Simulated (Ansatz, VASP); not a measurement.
# Te2Mo in VASP and in Ansatz

POSCAR

```
Te2Mo
1.0
    3.5632533183      0.0000000000      0.0000000000
   -1.7816266592      3.0858678938      0.0000000000
    0.0000000000      0.0000000000     15.0265238016
Te Mo
4 2
Direct
    0.3333333333      0.6666666667      0.6308365784
    0.6666666667      0.3333333333      0.1308365784
    0.6666666667      0.3333333333      0.3691634216
    0.3333333333      0.6666666667      0.8691634216
    0.3333333333      0.6666666667      0.2500000000
    0.6666666667      0.3333333333      0.7500000000
```

INCAR.step1

```
  PREC = Accurate
  ENCUT = 520
  ISMEAR = 0
  SIGMA = 0.02
  LREAL = False
  LASPH = True
  NELM = 100
  NBANDS = 35
  GGA = PE
  ALGO = Normal
  EDIFF = 1E-4
  LWAVE = True
  LCHARG = False
```

Contents of INCAR.step2:

```
  PREC = Accurate
  ENCUT = 520
  EDIFF = 1E-7
  ISMEAR = 0
  SIGMA = 0.02
  LREAL = False
  LASPH = True
  NELM = 100
  ALGO = Normal
  ISIF = 2
  LWAVE = False
  LCHARG = False
  METAGGA = R2SCAN
  LMIXTAU = True
  NBANDS = 35
  ISTART = 1
```

The input KPOINTS:

```
regular mesh
0
Gamma
  12 12 2
```

Input for Ansatz:

```yaml
crystal:
  lattice:
    - [3.5632533183, 0.0, 0.0]
    - [-1.7816266592, 3.0858678938, 0.0]
    - [0.0, 0.0, 15.0265238016]
  atoms:
    - { symbol: Te, position: [0.3333333333, 0.6666666667, 0.6308365784] }
    - { symbol: Te, position: [0.6666666667, 0.3333333333, 0.1308365784] }
    - { symbol: Te, position: [0.6666666667, 0.3333333333, 0.3691634216] }
    - { symbol: Te, position: [0.3333333333, 0.6666666667, 0.8691634216] }
    - { symbol: Mo, position: [0.3333333333, 0.6666666667, 0.25] }
    - { symbol: Mo, position: [0.6666666667, 0.3333333333, 0.75] }
basis:
  ecutwfc: 500
kpoints:
  mp_grid: { grid: [12, 12, 2] }
  band_path: { path: [VBM, CBM], npoints: 2 }
hamiltonian:
  xc: r2scan
scf:
  occupations: { method: gaussian, width: 0.02 }
output:
  forces: true
  stress: true
  eigenvalues: true
checkpoint:
  read: start.run
  write: ck
  compress: false
  write_wavefunctions: false
  write_every: 100000
```

Alike in both runs: task single point; functional r2SCAN; k mesh 12 × 12 × 2; occupations gaussian, width 0.02 eV; no spin polarisation.

|  | VASP | Ansatz |
| --- | --- | --- |
| version | VASP 6.6.1 | Ansatz 0.2.0 |
| potentials or method | VASP PAW PBE potentials, release 64 (Te, Mo_sv), cutoff 520 eV | scalar-relativistic, plane waves, PAW |
| valence electrons in the cell | 52 | 92 |

```tsv
	VASP	Ansatz	Ansatz less VASP
gap on the k mesh at the Fermi level (eV)	1.07	1.07	-0.002
least direct gap on the mesh (eV)	1.07	1.07	-0.002
pressure (GPa)	0.0	-0.1	-0.11
traceless stress, the component that is largest in VASP (GPa)	-0.09	-0.15	-0.057
rms of the force components (eV/Å)	0.013	0.001	-0.0119
```

VASP's potentials were made for PBE, not for r2SCAN. Atom by atom the forces differ by 0.012 eV/Å (rms over components). VASP's potentials hold 52 valence electrons a cell and Ansatz's 92, so a difference there can come from the potentials and not from the codes.

Neither program's run includes spin-orbit coupling.
